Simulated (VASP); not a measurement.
Write the native input for VASP 6.6.1 that does the following.

| Property | Result |
| --- | --- |
| Task | single point |
| Functional | revPBE |
| Potentials or basis | VASP PAW PBE potentials, release 64 (Ca_sv) |
| Cutoff | 520 eV |
| k mesh | 9 × 9 × 9 |
| Occupations | fermi-dirac, width 0.1 eV |
| Spin | no spin polarisation |
| Dipole correction | no |
| Further INCAR settings | ALGO = Normal; EDIFF = 1e-07; NBANDS = 11 |

The structure of Ca lies in POSCAR:

```
Ca
1.0
    3.5909557285      0.0000000000      0.0000000000
    0.0000000000      3.5909557285      0.0000000000
    0.0000000000      0.0000000000      3.5909557285
Ca
1
Direct
    0.0000000000      0.0000000000      0.0000000000
```

These files were run (other wordings do the same):

INCAR

```
ALGO = Normal ; EDIFF = 1E-7
ENCUT = 520 ; GGA = RE
ISIF = 2 ; ISMEAR = -1
LASPH = T ; LCHARG = F
LREAL = F ; LWAVE = F
NBANDS = 11 ; NELM = 60
PREC = Accurate ; SIGMA = 0.1
```

KPOINTS

```
k-points
0
Gamma
  9 9 9
```

Potentials or basis: VASP PAW PBE potentials, release 64 (Ca_sv).

Run with:

```bash
$ cat potpaw_PBE.64/Ca_sv/POTCAR > POTCAR
$ mpirun -np 1 vasp_std > vasp.out
```

It gave:

The pressure is 0.0 GPa and the band gap on the k mesh is zero (band 5 reaches 2.22 eV, above the bottom of band 6 at 1.34 eV).

Caveat: the PAW data sets were made with another functional, which shifts forces and pressure a little.

It took 20 s on 1 thread of AMD EPYC 9R45 (Zen 5), on a shared host, peak memory 0.12 GiB.
